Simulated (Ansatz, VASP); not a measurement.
**One calculation of CO2, two programs**

INCAR

```
ALGO = Normal
EDIFF = 1E-6
ENCUT = 520
GGA = PE
ISIF = 2
ISMEAR = 0
LASPH = True
LCHARG = False
LREAL = False
LWAVE = False
NBANDS = 44
NELM = 60
PREC = Accurate
SIGMA = 0.05
```

File KPOINTS:

```
k-points
0
Gamma
  4 4 4
```

The input POSCAR:

```
CO2
1.0
    5.9758199981      0.0000000000      0.0000000000
    0.0000000000      5.9758199981      0.0000000000
    0.0000000000      0.0000000000      6.4240064980
C O
4 8
Direct
    0.0000000000      0.0000000000      0.0000000000
    0.5000000000      0.0000000000      0.5000000000
    0.5000000000      0.5000000000      0.0000000000
    0.0000000000      0.5000000000      0.5000000000
    0.1114834447      0.1114834447      0.1114834447
    0.3885165553      0.8885165553      0.6114834447
    0.6114834447      0.3885165553      0.8885165553
    0.8885165553      0.6114834447      0.3885165553
    0.8885165553      0.8885165553      0.8885165553
    0.6114834447      0.1114834447      0.3885165553
    0.3885165553      0.6114834447      0.1114834447
    0.1114834447      0.3885165553      0.6114834447
```

Input for Ansatz:

```yaml
crystal:
  lattice:
    - [5.9758199981, 0.0, 0.0]
    - [0.0, 5.9758199981, 0.0]
    - [0.0, 0.0, 6.424006498]
  atoms:
    - { symbol: C, position: [0.0, 0.0, 0.0] }
    - { symbol: C, position: [0.5, 0.0, 0.5] }
    - { symbol: C, position: [0.5, 0.5, 0.0] }
    - { symbol: C, position: [0.0, 0.5, 0.5] }
    - { symbol: O, position: [0.1114834447, 0.1114834447, 0.1114834447] }
    - { symbol: O, position: [0.3885165553, 0.8885165553, 0.6114834447] }
    - { symbol: O, position: [0.6114834447, 0.3885165553, 0.8885165553] }
    - { symbol: O, position: [0.8885165553, 0.6114834447, 0.3885165553] }
    - { symbol: O, position: [0.8885165553, 0.8885165553, 0.8885165553] }
    - { symbol: O, position: [0.6114834447, 0.1114834447, 0.3885165553] }
    - { symbol: O, position: [0.3885165553, 0.6114834447, 0.1114834447] }
    - { symbol: O, position: [0.1114834447, 0.3885165553, 0.6114834447] }
basis:
  ecutwfc: 520.0
kpoints:
  mp_grid: { grid: [4, 4, 4] }
hamiltonian:
  xc: pbe
scf:
  occupations: { method: gaussian, width: 0.05 }
output:
  forces: true
  stress: true
  eigenvalues: true
```

Alike in both runs: task single point; functional PBE; k mesh 4 × 4 × 4; occupations gaussian, width 0.05 eV; no spin polarisation.

|  | VASP | Ansatz |
| --- | --- | --- |
| version | VASP 6.6.1 | Ansatz 0.2.0 |
| potentials or method | VASP PAW PBE potentials, release 64 (C, O), cutoff 520 eV | scalar-relativistic, plane waves, PAW |
| valence electrons in the cell | 64 | 64 |

Ansatz gave:

| Quantity | Value |
| --- | --- |
| gap on the k mesh at the Fermi level (eV) | 6.48 |
| least direct gap on the mesh (eV) | 6.48 |
| pressure (GPa) | -3.0 |
| traceless stress, the component that is largest in VASP (GPa) | -0.43 |
| rms of the force components (eV/Å) | 0.626 |

**Question.** What did VASP give for the same quantities?

**Answer.** gap on the k mesh at the Fermi level (eV): 6.46; least direct gap on the mesh (eV): 6.46; pressure (GPa): -1.9; traceless stress, the component that is largest in VASP (GPa): -0.31; rms of the force components (eV/Å): 0.355.

Atom by atom the forces differ by 0.271 eV/Å (rms over components). One of these differences is far larger than is usual between the two programs; its cause wasn't traced.

Noted on VASP's run: the standard files for N, O and F lose accuracy on very short bonds.
